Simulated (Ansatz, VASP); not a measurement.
InAs in VASP and in Ansatz

File INCAR:

```
ALGO = Normal ; EDIFF = 1E-6
ENCUT = 500 ; GGA = CA
GGA_COMPAT = F ; ISIF = 2
ISMEAR = 0 ; LASPH = T
LCHARG = F ; LREAL = F
LWAVE = F ; NBANDS = 16
NELM = 120 ; PREC = Accurate
SIGMA = 0.15
```

File KPOINTS:

```
k-points
0
Gamma
  14 14 14
```

The input POSCAR:

```
InAs
1.0
    0.0000000000      2.8243387318      2.8243387318
    2.8243387318      0.0000000000      2.8243387318
    2.8243387318      2.8243387318      0.0000000000
In As
1 1
Direct
    0.4776364237      0.5223635763      0.5223635763
    0.0342723764     -0.0342723764     -0.0342723764
```

Input for Ansatz:

```yaml
crystal:
  lattice:
    - [0.0, 2.8243387318, 2.8243387318]
    - [2.8243387318, 0.0, 2.8243387318]
    - [2.8243387318, 2.8243387318, 0.0]
  atoms:
    - { symbol: In, position: [0.4776364237, 0.5223635763, 0.5223635763] }
    - { symbol: As, position: [0.0342723764, -0.0342723764, -0.0342723764] }
basis:
  ecutwfc: 420
kpoints:
  mp_grid: { grid: [14, 14, 14] }
hamiltonian:
  xc: lda
  pseudopotentials: { kind: paw, azcp: { folder: soft_1 } }
scf:
  occupations: { method: gaussian, width: 0.15 }
output:
  forces: true
  stress: true
  eigenvalues: true
```

Change from the starting cell: mode 4 frozen in at -0.192 Å, equal normal strain along x, y and z +0.0083.

Alike in both runs: task single point; functional LDA; k mesh 14 × 14 × 14; occupations gaussian, width 0.15 eV; no spin polarisation.

|  | VASP | Ansatz |
| --- | --- | --- |
| version | VASP 6.6.1 | Ansatz 0.2.0 |
| potentials or method | VASP PAW LDA potentials, release 64 (In_d, As), cutoff 500 eV | scalar-relativistic, plane waves, PAW |
| valence electrons in the cell | 18 | 28 |

|  | VASP | Ansatz | Ansatz less VASP |
| --- | --- | --- | --- |
| gap on the k mesh at the Fermi level (eV) | none | none | - |
| pressure (GPa) | 1.3 | 1.0 | -0.29 |
| traceless stress, the component that is largest in VASP (GPa) | 8.07 | 8.01 | -0.062 |
| rms of the force components (eV/Å) | 0.728 | 0.716 | -0.0119 |

Ansatz warns that its potentials were made for another functional, while VASP's fit it. LDA's correlation is that of Perdew and Zunger in VASP and of Perdew and Wang (1992) in Ansatz. Atom by atom the forces differ by 0.012 eV/Å (rms over components). A gap of «none» marks a metal or a gap that the smearing closes. VASP's potentials hold 18 valence electrons a cell and Ansatz's 28, so a difference there can come from the potentials and not from the codes.
